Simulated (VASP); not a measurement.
# Li2Pd (P6/mmm) in VASP: a series of runs

The runs below take Li2Pd through electric field gradients, with LDA.

All numbers are computed with VASP 6.6.1; they aren't measurements. Logs are shortened: lines on timing, memory, paths and dates and some standing lists are left out, and cuts for length are marked.

## (1) The cell of the first run

The structure is hexagonal, space group P6/mmm (No. 191). Conventional cell: a = 4.241 Å, b = 4.241 Å, c = 2.741 Å, α = 90.00°, β = 90.00°, γ = 120.00°. Within 3.2 Å of Li (site symmetry -6m2) lie 5 Li at 2.45 to 2.74 Å and 6 Pd at 2.81 Å. Pd (site symmetry 6/mmm) has 2 Pd at 2.74 Å and 12 Li at 2.81 Å within 3.6 Å.

## (2) Electric field gradients, LDA (14.23 Å³/atom)

INCAR

```
SYSTEM = Li2Pd
PREC     = Accurate       ! precision mode
ENCUT    = 520            ! plane-wave cutoff, eV
EDIFF    = 1E-8           ! SCF threshold, eV
ISMEAR   = -1             ! smearing method
SIGMA    = 0.08           ! smearing width, eV
LREAL    = .False.        ! projectors in reciprocal space
LASPH    = .True.         ! aspherical terms in the spheres
NELM     = 80             ! most SCF steps
ALGO     = Normal         ! electronic algorithm
ISIF     = 2              ! what is computed and relaxed
LWAVE    = .False.        ! write WAVECAR
LCHARG   = .False.        ! write CHGCAR
LEFG     = .True.       
NBANDS   = 15             ! bands
```

KPOINTS

```
regular mesh
0
Gamma
  11 11 15
  0 0 0
```

POSCAR

```
Li2Pd
1.0
    4.2407424809      0.0000000000      0.0000000000
   -2.1203712404      3.6725907194      0.0000000000
    0.0000000000      0.0000000000      2.7409761464
Li Pd
2 1
Direct
    0.3333333333      0.6666666667      0.5000000000
    0.6666666667      0.3333333333      0.5000000000
    0.0000000000      0.0000000000      0.0000000000
```

Potentials or basis: VASP PAW LDA potentials, release 64 (Li_sv, Pd).

Started as:

```bash
$ cat potpaw_LDA.64/Li_sv/POTCAR potpaw_LDA.64/Pd/POTCAR > POTCAR
$ mpirun -np 1 vasp_std > vasp.out
```

OUTCAR:

```text
SYSTEM = Li2Pd
   PREC = Accurate
   ENCUT = 520
   EDIFF = 1E-8
   ISMEAR = -1
   LREAL = .False.
   LASPH = .True.
   NELM = 80
   ISIF = 2

 ion  position               nearest neighbor table
   1  0.333  0.667  0.500-   2 2.45   2 2.45   2 2.45   3 2.81   3 2.81   3 2.81   3 2.81   3 2.81
                             3 2.81
   2  0.667  0.333  0.500-   1 2.45   1 2.45   1 2.45   3 2.81   3 2.81   3 2.81   3 2.81   3 2.81
                             3 2.81
   3  0.000  0.000  0.000-   1 2.81   2 2.81   1 2.81   2 2.81   2 2.81   2 2.81   1 2.81   1 2.81
                             2 2.81   2 2.81   1 2.81   1 2.81

  LATTYP: Found a hexagonal cell.
 ALAT       =     4.2407424809
 C/A-ratio  =     0.6463434549

  Lattice vectors:

 A1 = (   4.2407424809,   0.0000000000,   0.0000000000)
 A2 = (  -2.1203712404,   3.6725907194,   0.0000000000)
 A3 = (   0.0000000000,   0.0000000000,   2.7409761464)

Analysis of symmetry for initial positions (statically):
=====================================================================
 Subroutine PRICEL returns:
 Original cell was already a primitive cell.

 Routine SETGRP: Setting up the symmetry group for a
 hexagonal supercell.

 Subroutine GETGRP returns: Found 24 space group operations
 (whereof 24 operations were pure point group operations)
 out of a pool of 24 trial point group operations.

The static configuration has the point symmetry D_6h.

Analysis of symmetry for dynamics (positions and initial velocities):
=====================================================================
 Subroutine PRICEL returns:
 Original cell was already a primitive cell.

 Routine SETGRP: Setting up the symmetry group for a
 hexagonal supercell.

 Subroutine GETGRP returns: Found 24 space group operations
 (whereof 24 operations were pure point group operations)
 out of a pool of 24 trial point group operations.

The dynamic configuration has the point symmetry D_6h.

 Subroutine INISYM returns: Found 24 space group operations
 (whereof 24 operations are pure point group operations),
 and found     1 'primitive' translations

----------------------------------------------------------------------------------------

                                     Primitive cell

[... 141 lines left out ...]

 val. band max:        4.2165737386   @ k =   0.3636   0.2727   0.1333
 cond. band min:       4.3252351698   @ k =   0.3636   0.2727   0.0667
 fundamental gap:      0.1086614313
 Fermi energy:         4.2717008390

 k-point     1 :       0.0000    0.0000    0.0000
  band No.  band energies     occupation
      1     -40.6189      2.00000
      2     -40.5165      2.00000
      3      -0.7930      2.00000
      4       0.7232      2.00000
      5       1.4115      2.00000
      6       1.4115      2.00000
      7       3.2112      2.00000
      8       3.2112      2.00000
      9       8.4062      0.00000
     10       8.4062      0.00000
     11       9.7528      0.00000
     12       9.7528      0.00000
     13      13.2888      0.00000
     14      14.4764      0.00000
[... 401 lines left out ...]
      2     -40.5277      2.00000
      3      -0.3121      2.00000
      4       0.9167      2.00000
      5       1.4389      2.00000
      6       1.7411      2.00000
      7       3.0250      2.00000
      8       3.0564      2.00000
      9       5.7473      0.00000
     10       6.5001      0.00000
     11      11.3182      0.00000
     12      12.3013      0.00000
     13      14.4885      0.00000
     14      15.2713      0.00000
     15      16.8842      0.00000

 [... further k-points ...]
[... 5 lines left out ...]
  --------------------------------------------------------------------------------------
  -------------------------------------------------------------------------------------
  Total       -1.1332097     -1.1332097     -1.9985028     -0.0000000      0.0000000      0.0000000
  in kB      -42.5305666    -42.5305666    -75.0059403     -0.0000000      0.0000000      0.0000000
  external PRESSURE =     -53.3556912 kB  Pullay stress =       0.0000000 kB

 VOLUME and BASIS-vectors are now :
 -----------------------------------------------------------------------------
  energy-cutoff  :      520.00
  volume of cell :       42.69
      direct lattice vectors                 reciprocal lattice vectors
     4.240742481  0.000000000  0.000000000     0.235807763  0.136143676  0.000000000
    -2.120371240  3.672590719  0.000000000     0.000000000  0.272287351  0.000000000
     0.000000000  0.000000000  2.740976146     0.000000000  0.000000000  0.364833529

 POSITION                                       TOTAL-FORCE (eV/Angst)
 -----------------------------------------------------------------------------------
     -0.00000      2.44839      1.37049         0.000000     -0.000000     -0.000000
      2.12037      1.22420      1.37049        -0.000000      0.000000      0.000000
      0.00000      0.00000      0.00000        -0.000000      0.000000      0.000000
 -----------------------------------------------------------------------------------
    total drift:                                0.000000     -0.000000     -0.000000

  FREE ENERGIE OF THE ION-ELECTRON SYSTEM (eV)
  ---------------------------------------------------
  free  energy   TOTEN  =       -11.6349895676 eV

  energy  without entropy=      -11.6203742058  energy(sigma->0) =      -11.62768189

 Electric field gradients (V/A^2)
---------------------------------------------------------------------
 ion       V_xx      V_yy      V_zz      V_xy      V_xz      V_yz
---------------------------------------------------------------------
   1      -0.018    -0.020     0.037    -0.002     0.000    -0.000
   2      -0.018    -0.020     0.037    -0.002    -0.000     0.000
   3      39.197    39.197   -78.394    -0.000    -0.000    -0.000
---------------------------------------------------------------------

 Electric field gradients after diagonalization (V/A^2)
 (convention: |V_zz| > |V_xx| > |V_yy|)
----------------------------------------------------------------------
 ion       V_xx      V_yy      V_zz     asymmetry (V_yy - V_xx)/ V_zz
----------------------------------------------------------------------
   1      -0.021    -0.017     0.037       0.095
   2      -0.021    -0.017     0.037       0.095
   3      39.198    39.196   -78.394       0.000
----------------------------------------------------------------------

           NMR quadrupolar parameters

 Cq : quadrupolar parameter    Cq=e*Q*V_zz/h
 eta: asymmetry parameters     (V_yy - V_xx)/ V_zz
 Q  : nuclear electric quadrupole moment in mb (millibarn)
----------------------------------------------------------------------
 ion       Cq(MHz)       eta       Q (mb)
----------------------------------------------------------------------
   1       0.000       0.095       1.000
   2       0.000       0.095       1.000
   3      -0.190       0.000       1.000
----------------------------------------------------------------------
```

OSZICAR:

```text
N       E                     dE             d eps       ncg     rms          rms(c)
DAV:   1     0.764823586830E+02    0.76482E+02   -0.69887E+03  3840   0.108E+03
DAV:   2    -0.430984135643E+01   -0.80792E+02   -0.72646E+02  4610   0.238E+02
DAV:   3    -0.118857569432E+02   -0.75759E+01   -0.74185E+01  7385   0.483E+01
DAV:   4    -0.119913680886E+02   -0.10561E+00   -0.10546E+00  4387   0.827E+00
DAV:   5    -0.119930432653E+02   -0.16752E-02   -0.16749E-02  5518   0.815E-01    0.504E+00
DAV:   6    -0.117972605034E+02    0.19578E+00   -0.17395E+00  4225   0.126E+01    0.218E+00
DAV:   7    -0.116470799936E+02    0.15018E+00   -0.29738E-01  4239   0.538E+00    0.708E-01
DAV:   8    -0.116362852408E+02    0.10795E-01   -0.15452E-02  5697   0.765E-01    0.318E-01
DAV:   9    -0.116349667688E+02    0.13185E-02   -0.56045E-03  4920   0.663E-01    0.756E-02
DAV:  10    -0.116349928665E+02   -0.26098E-04   -0.13156E-04  5038   0.104E-01    0.170E-02
DAV:  11    -0.116349896413E+02    0.32252E-05   -0.17946E-05  5073   0.403E-02    0.336E-03
DAV:  12    -0.116349895604E+02    0.80845E-07   -0.57688E-07  5020   0.663E-03    0.360E-04
DAV:  13    -0.116349895676E+02   -0.71825E-08   -0.45932E-08  5122   0.144E-03
   1 F= -.11634990E+02 E0= -.11627682E+02  d E =-.146154E-01
```

Wall time 45 s (1 thread of Intel Xeon Platinum 8124M at 3.00GHz (Skylake/Cascade Lake), shared host); peak memory 0.2 GiB.

What came out:

* Free energy: -11.6350 eV
* Band gap on the k mesh: zero (bands 8 and 9 overlap by 2.29 eV)
* Largest electric field gradient by atom: Li +0.0; Pd -78.4 V/Å²

Levels at points of the mesh, in eV from the Fermi level:
```
           k point  band 6  band 7  band 8  band 9  band 10  band 11
(0.00, 0.00, 0.00)   -2.86   -1.06   -1.06    4.13     4.13     5.48
```

Electric field gradients, principal values (V/Å²):
| atom | least | middle | greatest (by size) |
| --- | --- | --- | --- |
| 1 Li | -0.017 | -0.021 | 0.037 |
| 2 Li | -0.017 | -0.021 | 0.037 |
| 3 Pd | 39.196 | 39.198 | -78.394 |

Caveat: the cutoff is under 1.25 times the usual one of these potentials, so pressure, stress and relaxed cells hold a basis-set (Pulay) error; without QUAD_EFG the Cq values of the log hold for a quadrupole moment of 1 mb, not for the nuclei.

## (3) Electric field gradients, LDA (14.23 Å³/atom)

INCAR

```
ALGO = Normal
EDIFF = 1E-8
ENCUT = 520
ISIF = 2
ISMEAR = -1
LASPH = T
LCHARG = F
LEFG = T
LREAL = F
LWAVE = F
NBANDS = 15
NELM = 80
PREC = Accurate
SIGMA = 0.08
```

KPOINTS

```
k-points
0
Gamma
  11 11 15
```

POSCAR is that of step 2.

Potentials or basis: VASP PAW LDA potentials, release 64 (Li_sv, Pd).

Started as:

```bash
$ cat potpaw_LDA.64/Li_sv/POTCAR potpaw_LDA.64/Pd/POTCAR > POTCAR
$ mpirun -np 1 vasp_std > vasp.out
```

OUTCAR:

```text
EDIFF = 1E-8
   ENCUT = 520
   ISIF = 2
   ISMEAR = -1
   LASPH = T
   LREAL = F
   NELM = 80
   PREC = Accurate

 ion  position               nearest neighbor table
   1  0.333  0.667  0.500-   2 2.45   2 2.45   2 2.45   3 2.81   3 2.81   3 2.81   3 2.81   3 2.81
                             3 2.81
   2  0.667  0.333  0.500-   1 2.45   1 2.45   1 2.45   3 2.81   3 2.81   3 2.81   3 2.81   3 2.81
                             3 2.81
   3  0.000  0.000  0.000-   1 2.81   2 2.81   1 2.81   2 2.81   2 2.81   2 2.81   1 2.81   1 2.81
                             2 2.81   2 2.81   1 2.81   1 2.81

  LATTYP: Found a hexagonal cell.
 ALAT       =     4.2407424809
 C/A-ratio  =     0.6463434549

  Lattice vectors:
[... 657 lines left out ...]
 ion       V_xx      V_yy      V_zz      V_xy      V_xz      V_yz
---------------------------------------------------------------------
   1      -0.018    -0.020     0.037    -0.002     0.000    -0.000
   2      -0.018    -0.020     0.037    -0.002    -0.000     0.000
   3      39.197    39.197   -78.394    -0.000    -0.000    -0.000
---------------------------------------------------------------------

 Electric field gradients after diagonalization (V/A^2)
 (convention: |V_zz| > |V_xx| > |V_yy|)
----------------------------------------------------------------------
 ion       V_xx      V_yy      V_zz     asymmetry (V_yy - V_xx)/ V_zz
----------------------------------------------------------------------
   1      -0.021    -0.017     0.037       0.095
   2      -0.021    -0.017     0.037       0.095
   3      39.198    39.196   -78.394       0.000
----------------------------------------------------------------------

           NMR quadrupolar parameters

 Cq : quadrupolar parameter    Cq=e*Q*V_zz/h
 eta: asymmetry parameters     (V_yy - V_xx)/ V_zz
 Q  : nuclear electric quadrupole moment in mb (millibarn)
----------------------------------------------------------------------
 ion       Cq(MHz)       eta       Q (mb)
----------------------------------------------------------------------
   1       0.000       0.095       1.000
   2       0.000       0.095       1.000
   3      -0.190       0.000       1.000
----------------------------------------------------------------------
```

OSZICAR:

```text
N       E                     dE             d eps       ncg     rms          rms(c)
DAV:   1     0.764823586830E+02    0.76482E+02   -0.69887E+03  3840   0.108E+03
DAV:   2    -0.430984135643E+01   -0.80792E+02   -0.72646E+02  4610   0.238E+02
DAV:   3    -0.118857569432E+02   -0.75759E+01   -0.74185E+01  7385   0.483E+01
DAV:   4    -0.119913680886E+02   -0.10561E+00   -0.10546E+00  4387   0.827E+00
DAV:   5    -0.119930432653E+02   -0.16752E-02   -0.16749E-02  5518   0.815E-01    0.504E+00
DAV:   6    -0.117972605034E+02    0.19578E+00   -0.17395E+00  4225   0.126E+01    0.218E+00
DAV:   7    -0.116470799936E+02    0.15018E+00   -0.29738E-01  4239   0.538E+00    0.708E-01
DAV:   8    -0.116362852408E+02    0.10795E-01   -0.15452E-02  5697   0.765E-01    0.318E-01
DAV:   9    -0.116349667688E+02    0.13185E-02   -0.56045E-03  4920   0.663E-01    0.756E-02
DAV:  10    -0.116349928665E+02   -0.26098E-04   -0.13156E-04  5038   0.104E-01    0.170E-02
DAV:  11    -0.116349896413E+02    0.32252E-05   -0.17946E-05  5073   0.403E-02    0.336E-03
DAV:  12    -0.116349895604E+02    0.80845E-07   -0.57688E-07  5020   0.663E-03    0.360E-04
DAV:  13    -0.116349895676E+02   -0.71825E-08   -0.45932E-08  5122   0.144E-03
   1 F= -.11634990E+02 E0= -.11627682E+02  d E =-.146154E-01
```

stdout:

```text
POSCAR found type information on POSCAR LiPd
 POSCAR found :  2 types and       3 ions
 scaLAPACK will be used
 LDA part: xc-table for (Slater(with rela. corr.)+CA(PZ))
 , standard interpolation
 POSCAR, INCAR and KPOINTS ok, starting setup
 FFT: planning ... GRIDC
 FFT: planning ... GRID_SOFT
 FFT: planning ... GRID
 WAVECAR not read
 entering main loop
ion   1

ion   2

ion   3
```

Wall time 46 s (1 thread of Intel Xeon Platinum 8124M at 3.00GHz (Skylake/Cascade Lake), shared host); peak memory 0.2 GiB.

What came out:

- Free energy: -11.6350 eV
- Band gap on the k mesh: zero (bands 8 and 9 overlap by 2.29 eV)
- Largest electric field gradient by atom: Li +0.0; Pd -78.4 V/Å²

Electric field gradients, principal values (V/Å²):
```tsv
atom	least	middle	greatest (by size)
1 Li	-0.017	-0.021	0.037
2 Li	-0.017	-0.021	0.037
3 Pd	39.196	39.198	-78.394
```

Caveat: the cutoff is under 1.25 times the usual one of these potentials, so pressure, stress and relaxed cells hold a basis-set (Pulay) error; without QUAD_EFG the Cq values of the log hold for a quadrupole moment of 1 mb, not for the nuclei.
